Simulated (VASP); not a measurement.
# WC (Fm-3m) in VASP: notebook

Runs on WC. Level: LDA. Tasks: single point.

Everything below comes from runs of VASP 6.6.1. Logs are shortened: lines on timing, memory, paths and dates and some standing lists are left out, and cuts for length are marked.

## 1. The cell of the first run

It takes space group Fm-3m (No. 225, cubic). The conventional cell has a = 4.414 Å, b = 4.414 Å, c = 4.414 Å, α = 90.00°, β = 90.00°, γ = 90.00°. W (site symmetry m-3m) has 6 C at 2.21 Å within 2.9 Å. Within 2.9 Å of C (site symmetry m-3m) lie 6 W at 2.21 Å.

## 2. Single point, LDA

File INCAR:

```
SYSTEM = WC
ALGO = Normal
EDIFF = 1E-6
ENCUT = 520
GGA = CA
ISIF = 2
ISMEAR = 1
LASPH = .TRUE.
LCHARG = .TRUE.
LELF = .TRUE.
LREAL = .FALSE.
LVHAR = .TRUE.
LWAVE = .FALSE.
NBANDS = 16
NELM = 80
PREC = Accurate
SIGMA = 0.1
```

File KPOINTS:

```
k-points
0
G
  11 11 11
  0 0 0
```

File POSCAR:

```
WC
1.0
    0.0000000000      2.2072014828      2.2072014828
    2.2072014828      0.0000000000      2.2072014828
    2.2072014828      2.2072014828      0.0000000000
W C
1 1
Direct
    0.0000000000      0.0000000000      0.0000000000
    0.5000000000      0.5000000000      0.5000000000
```

Potentials or basis: VASP PAW LDA potentials, release 64 (W_sv, C).

On the command line:

```
cat potpaw_LDA.64/W_sv/POTCAR potpaw_LDA.64/C/POTCAR > POTCAR
mpirun -np 1 vasp_std > vasp.out
```

OUTCAR:

```text
SYSTEM = WC
   EDIFF = 1E-6
   ENCUT = 520
   GGA = CA
   ISIF = 2
   ISMEAR = 1
   LASPH = .TRUE.
   LREAL = .FALSE.
   NELM = 80
   PREC = Accurate

 ion  position               nearest neighbor table
   1  0.000  0.000  0.000-   2 2.21   2 2.21   2 2.21   2 2.21   2 2.21   2 2.21
   2  0.500  0.500  0.500-   1 2.21   1 2.21   1 2.21   1 2.21   1 2.21   1 2.21

  LATTYP: Found a face centered cubic cell.
 ALAT       =     4.4144029656

  Lattice vectors:

 A1 = (   0.0000000000,   2.2072014828,   2.2072014828)
 A2 = (   2.2072014828,   0.0000000000,   2.2072014828)
 A3 = (   2.2072014828,   2.2072014828,   0.0000000000)

Analysis of symmetry for initial positions (statically):
=====================================================================
 Subroutine PRICEL returns:
 Original cell was already a primitive cell.

 Routine SETGRP: Setting up the symmetry group for a
 face centered cubic supercell.

 Subroutine GETGRP returns: Found 48 space group operations
[... 9 lines left out ...]

 Routine SETGRP: Setting up the symmetry group for a
 face centered cubic supercell.

 Subroutine GETGRP returns: Found 48 space group operations
[... 11 lines left out ...]
                                     Primitive cell

  volume of cell :      21.5058

  direct lattice vectors                    reciprocal lattice vectors
     0.000000000  2.207201483  2.207201483    -0.226531200  0.226531200  0.226531200
     2.207201483  0.000000000  2.207201483     0.226531200 -0.226531200  0.226531200
     2.207201483  2.207201483  0.000000000     0.226531200  0.226531200 -0.226531200

  length of vectors
     3.121454272  3.121454272  3.121454272     0.392363547  0.392363547  0.392363547

  position of ions in fractional coordinates (direct lattice)
     0.000000000  0.000000000  0.000000000
     0.500000000  0.500000000  0.500000000

  ion indices of the primitive-cell ions
   primitive index   ion index
                 1           1
                 2           2

----------------------------------------------------------------------------------------

 KPOINTS: k-points

Automatic generation of k-mesh.
 Grid dimensions read from file:
 generate k-points for:   11   11   11

 Generating k-lattice:

  Cartesian coordinates                     Fractional coordinates (reciprocal lattice)
[... 55 lines left out ...]
   LNONCOLLINEAR =      F non collinear calculations
   LSORBIT =      F    spin-orbit coupling
   LASPH  =      T    aspherical Exc in radial PAW
   ENCUT  =  520.0 eV  38.22 Ry    6.18 a.u.   5.80  5.80  5.80*2*pi/ulx,y,z
   NELM   =     80;   NELMIN=  2; NELMDL= -5     # of ELM steps
   EDIFF  = 0.1E-05   stopping-criterion for ELM
   LREAL  =      F    real-space projection
   EDIFFG = 0.1E-04   stopping-criterion for IOM
   NSW    =      0    number of steps for IOM
   IBRION =     -1    ionic relax: 0-MD 1-quasi-New 2-CG
   NFREE  =      0    steps in history (QN), initial steepest desc. (CG)
   ISIF   =      2    stress and relaxation
   ISYM   =      2    0-nonsym 1-usesym 2-fastsym
   POTIM  = 0.5000    time-step for ionic-motion
   TEBEG  =    0.0;   TEEND  =   0.0 temperature during run
   PSTRESS=    0.0 pullay stress
   NELECT =      18.0000    total number of electrons
   NUPDOWN=      -1.0000    fix difference up-down
   EMIN   =  10.00;   EMAX   =-10.00  energy-range for DOS
   EFERMI =   0.00;   METHOD = LEGACY
   ISMEAR =     1;   SIGMA  =   0.10  broadening in eV -4-tet -1-fermi 0-gaus
   EFERMI_NEDOS =   21; number of points for ismear=-14 and -15
   IALGO  =     38    algorithm
   IMIX   =      4    mixing-type and parameters
     AMIX     =   0.40;   BMIX     =  1.00
     AMIX_MAG =   1.60;   BMIX_MAG =  1.00
  volume/ion in A,a.u.               =      10.75        72.56
  Fermi-wavevector in a.u.,A,eV,Ry     =   1.542814  2.915496 32.385625  2.380276
  Thomas-Fermi vector in A             =   2.648566
   LORBIT       =      0    0 simple, 1 ext, 2 COOP (PROOUT), +10 PAW based schemes
   GGA     = CA    functional components
   LHFCALC =     F    Hartree Fock is set to
   AEXX    =    0.0000 exact exchange contribution
   IVDW    =     0    specifies the selected vdW correction
   LEPSILON=     F    determine dielectric tensor
   LRPA    =     F    only Hartree local field effects (RPA)
 non-spin polarized calculation
 Methfessel and Paxton  Order N= 1 SIGMA  =   0.10
  energy-cutoff  :      520.00
  volume of cell :       21.51
 maximum number of plane-waves:       587
   NGX = 11   NGY = 11   NGZ = 11

 number of electron      18.0000003 magnetization

 Free energy of the ion-electron system (eV)
  ---------------------------------------------------
  ext. energy  EPLUGINS =         0.00000000
  ---------------------------------------------------
  free energy    TOTEN  =       -23.71517775 eV

  energy without entropy =      -23.71550145  energy(sigma->0) =      -23.71528565

 E-fermi :  11.9722     XC(G=0): -13.7864

 val. band max:       11.9615099848   @ k =  -0.2727   0.4545   0.1818
 cond. band min:      11.9787404114   @ k =  -0.0909   0.0909   0.0000
 fundamental gap:      0.0172304266
 Fermi energy:        11.9721910149

 k-point     1 :       0.0000    0.0000    0.0000
  band No.  band energies     occupation
      1     -62.9943      2.00000
      2     -27.2471      2.00000
      3     -27.2471      2.00000
      4     -27.2471      2.00000
      5      -3.4606      2.00000
      6       9.2916      2.00000
[... 433 lines left out ...]
      3     -27.3725      2.00000
      4     -27.2749      2.00000
      5      -1.3667      2.00000
      6       5.2884      2.00000
[... 8 lines left out ...]
     15      24.6640      0.00000
     16      25.4159      0.00000

 [... further k-points ...]

------------------------ aborting loop because EDIFF is reached ----------------------------------------

  FORCE on cell =-STRESS in cart. coord.  units (eV):
  Direction    XX          YY          ZZ          XY          YZ          ZX
  --------------------------------------------------------------------------------------
  -------------------------------------------------------------------------------------
  Total       -2.7228792     -2.7228792     -2.7228792      0.0000000      0.0000000     -0.0000000
  in kB     -202.8537389   -202.8537389   -202.8537389      0.0000000      0.0000000     -0.0000000
  external PRESSURE =    -202.8537389 kB  Pullay stress =       0.0000000 kB

 VOLUME and BASIS-vectors are now :
 -----------------------------------------------------------------------------
  energy-cutoff  :      520.00
  volume of cell :       21.51
      direct lattice vectors                 reciprocal lattice vectors
     0.000000000  2.207201483  2.207201483    -0.226531200  0.226531200  0.226531200
     2.207201483  0.000000000  2.207201483     0.226531200 -0.226531200  0.226531200
     2.207201483  2.207201483  0.000000000     0.226531200  0.226531200 -0.226531200

 POSITION                                       TOTAL-FORCE (eV/Angst)
 -----------------------------------------------------------------------------------
      0.00000      0.00000      0.00000         0.000000      0.000000      0.000000
      2.20720      2.20720      2.20720         0.000000      0.000000      0.000000
 -----------------------------------------------------------------------------------
    total drift:                                0.000000     -0.000000     -0.000000

  FREE ENERGIE OF THE ION-ELECTRON SYSTEM (eV)
  ---------------------------------------------------
  free  energy   TOTEN  =       -23.7151777524 eV

  energy  without entropy=      -23.7155014497  energy(sigma->0) =      -23.71528565
```

OSZICAR:

```text
N       E                     dE             d eps       ncg     rms          rms(c)
DAV:   1     0.107855905772E+03    0.10786E+03   -0.93381E+03  1792   0.125E+03
DAV:   2    -0.238191387694E+02   -0.13168E+03   -0.12703E+03  2224   0.336E+02
DAV:   3    -0.272042425147E+02   -0.33851E+01   -0.33771E+01  1912   0.502E+01
DAV:   4    -0.272224323869E+02   -0.18190E-01   -0.18189E-01  2328   0.427E+00
DAV:   5    -0.272225719461E+02   -0.13956E-03   -0.13956E-03  1944   0.351E-01    0.296E+01
DAV:   6    -0.238801664521E+02    0.33424E+01   -0.89194E+00  2208   0.276E+01    0.720E+00
DAV:   7    -0.237539565151E+02    0.12621E+00   -0.60796E-01  1896   0.625E+00    0.621E+00
DAV:   8    -0.237174135387E+02    0.36543E-01   -0.10537E-01  2032   0.260E+00    0.131E+00
DAV:   9    -0.237153469780E+02    0.20666E-02   -0.41857E-03  1872   0.646E-01    0.134E-01
DAV:  10    -0.237151810665E+02    0.16591E-03   -0.51386E-04  2176   0.237E-01    0.331E-02
DAV:  11    -0.237151796382E+02    0.14283E-05   -0.32394E-05  2056   0.457E-02    0.325E-02
DAV:  12    -0.237151778586E+02    0.17796E-05   -0.50548E-06  1984   0.142E-02    0.728E-03
DAV:  13    -0.237151777524E+02    0.10616E-06   -0.33950E-07  1016   0.444E-03
   1 F= -.23715178E+02 E0= -.23715286E+02  d E =0.323697E-03
```

It took 11 s on 1 thread of Intel Xeon 6975P-C, shared host; peak memory 0.14 GiB.

Results:

| Item | Value |
| --- | --- |
| Free energy | -23.7152 eV |
| Pressure | -20.3 GPa |
| Band gap on the k mesh | zero (band 9 reaches 12.85 eV, above the bottom of band 10 at 9.89 eV) |

Levels at points of the mesh, in eV from the Fermi level:
```csv
k point,band 5,band 6,band 7,band 8,band 9,band 10,band 11,band 12,band 13,band 14
"(0.00, 0.00, 0.00)",-15.43,-2.68,-2.68,-2.68,-0.98,-0.98,-0.98,-0.96,-0.96,6.45
```

Caveat: spin-orbit coupling is left out, which moves the levels of the heavy elements.

## 3. Single point, LDA

This run uses another cell than the first one, of 10.96 Å³/atom, 1.020 times its volume.

File INCAR:

```
SYSTEM = WC
PREC = Accurate
ENCUT = 520
EDIFF = 1E-7
ISMEAR = 1
SIGMA = 0.1
LREAL = .False.
LASPH = .True.
NELM = 80
ALGO = Normal
ISIF = 2
LWAVE = .False.
LCHARG = .False.
NBANDS = 16
```

File KPOINTS:

```
regular mesh
0
Gamma
  11 11 11
  0 0 0
```

File POSCAR:

```
WC
1.0
    0.0000000000      2.2215343616      2.2215343616
    2.2215343616      0.0000000000      2.2215343616
    2.2215343616      2.2215343616      0.0000000000
W C
1 1
Direct
    0.0000000000      0.0000000000      0.0000000000
    0.5000000000      0.5000000000      0.5000000000
```

Potentials or basis: VASP PAW LDA potentials, release 64 (W_sv, C).

On the command line:

```
cat potpaw_LDA.64/W_sv/POTCAR potpaw_LDA.64/C/POTCAR > POTCAR
mpirun -np 1 vasp_std > vasp.out
```

Wall time 12 s (1 thread of Intel Xeon 6975P-C, shared host); peak memory 0.14 GiB.

The run converged. Its results:

| Quantity | Value |
| --- | --- |
| Free energy | -23.6543 eV |
| Pressure | -26.1 GPa |
| Band gap on the k mesh | zero (band 9 reaches 12.52 eV, above the bottom of band 10 at 9.65 eV) |

Levels at points of the mesh, in eV from the Fermi level:
| k point | band 5 | band 6 | band 7 | band 8 | band 9 | band 10 | band 11 | band 12 | band 13 | band 14 |
| --- | --- | --- | --- | --- | --- | --- | --- | --- | --- | --- |
| (0.00, 0.00, 0.00) | -15.26 | -2.61 | -2.61 | -2.61 | -0.94 | -0.94 | -0.94 | -0.94 | -0.94 | 6.24 |

Caveat: spin-orbit coupling is left out, which moves the levels of the heavy elements.

## 4. Single point, LDA

This run uses another cell than the first one, of 11.17 Å³/atom, 1.039 times its volume.

File INCAR:

```
ALGO = Normal
EDIFF = 1E-6
ENCUT = 520
ISIF = 2
ISMEAR = 1
LASPH = T
LCHARG = F
LREAL = F
LWAVE = F
NBANDS = 16
NELM = 60
PREC = Accurate
SIGMA = 0.1
```

File KPOINTS:

```
k-points
0
Gamma
  11 11 11
```

File POSCAR:

```
WC
1.0
    0.0000000000      2.2356846435      2.2356846435
    2.2356846435      0.0000000000      2.2356846435
    2.2356846435      2.2356846435      0.0000000000
W C
1 1
Direct
    0.0000000000      0.0000000000      0.0000000000
    0.5000000000      0.5000000000      0.5000000000
```

On the command line:

```
cat potpaw_LDA.64/W_sv/POTCAR potpaw_LDA.64/C/POTCAR > POTCAR
mpirun -np 1 vasp_std > vasp.out
```

It took 11 s on 1 thread of Intel Xeon 6975P-C, shared host; peak memory 0.14 GiB.

The run converged. Its results:

```
Free energy            : -23.5790 eV
Pressure               : -31.3 GPa
Band gap on the k mesh : zero (band 9 reaches 12.20 eV, above the bottom of band 10 at 9.42 eV)
```

Levels at points of the mesh, in eV from the Fermi level:
```csv
k point,band 7,band 8,band 9,band 10,band 11,band 12
"(0.00, 0.00, 0.00)",-2.54,-2.54,-0.92,-0.92,-0.90,-0.90
```

Caveat: spin-orbit coupling is left out, which moves the levels of the heavy elements.

## 5. Summary

```tsv
cell	gap on the mesh (eV)	pressure (GPa)
a = 3.121 Å, angles 60.0°, 2 atoms	none	-20.3
a = 3.142 Å, angles 60.0°, 2 atoms	none	-26.1
a = 3.162 Å, angles 60.0°, 2 atoms	none	-31.3
```

Alike in all rows: task single point; level LDA; potentials or basis VASP PAW LDA potentials, release 64 (W_sv, C); no spin polarisation; k mesh 11 × 11 × 11; cutoff (eV) 520; smearing methfessel-paxton 0.1 eV.

Caveats: spin-orbit coupling is left out, which moves the levels of the heavy elements.

Absolute energies hang on the potentials; compare differences alone.
